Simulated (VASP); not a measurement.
Write the native input for VASP 6.6.1 that does the following.

- Task: single point
- Functional: PBE
- Dispersion: D3(BJ)
- Potentials or basis: VASP PAW PBE potentials, release 64 (Mo_sv, S)
- Cutoff: 500 eV
- k mesh: 12 × 12 × 6
- Occupations: gaussian, width 0.05 eV
- Spin: no spin polarisation
- Dipole correction: no
- Further INCAR settings: ALGO = Normal; EDIFF = 1e-06; NBANDS = 20

The structure of MoS2 lies in POSCAR:

```
MoS2
1.0
    3.0249023398      0.0000000000      0.0000000000
   -1.5124511699      2.6196422702      0.0000000000
    0.0000000000      0.0000000000      6.9149267487
Mo S
1 2
Direct
    0.0000000000      0.0000000000      0.0000000000
    0.3333333333      0.6666666667      0.2357940733
    0.3333333333      0.6666666667      0.7642059267
```

These files were run (other wordings do the same):

INCAR

```
SYSTEM = MoS2
  ALGO = Normal
  EDIFF = 1E-6
  ENCUT = 500
  GGA = PE
  GGA_COMPAT = .False.
  ISIF = 2
  ISMEAR = 0
  IVDW = 12
  LASPH = .True.
  LCHARG = .False.
  LREAL = .False.
  LWAVE = .False.
  NBANDS = 20
  NELM = 120
  PREC = Accurate
  SIGMA = 0.05
```

KPOINTS

```
k-points
0
Gamma
  12 12 6
  0 0 0
```

Potentials or basis: VASP PAW PBE potentials, release 64 (Mo_sv, S).

Launch:

```sh
$ cat potpaw_PBE.64/Mo_sv/POTCAR potpaw_PBE.64/S/POTCAR > POTCAR
$ mpirun -np 1 vasp_std > vasp.out
```

Results of the run:

* Pressure: 5.4 GPa
* Largest force: 0.325 eV/Å
* Band gap on the k mesh: 1.30 eV (least direct gap 2.22 eV)
* Dispersion energy per atom: -0.416 eV

Caveat: the cell stands under pressure.

Run time: 44 s on 1 thread of Intel(R) Xeon(R) Platinum 8488C (Sapphire Rapids), with other jobs on the host, peak memory 0.23 GiB.
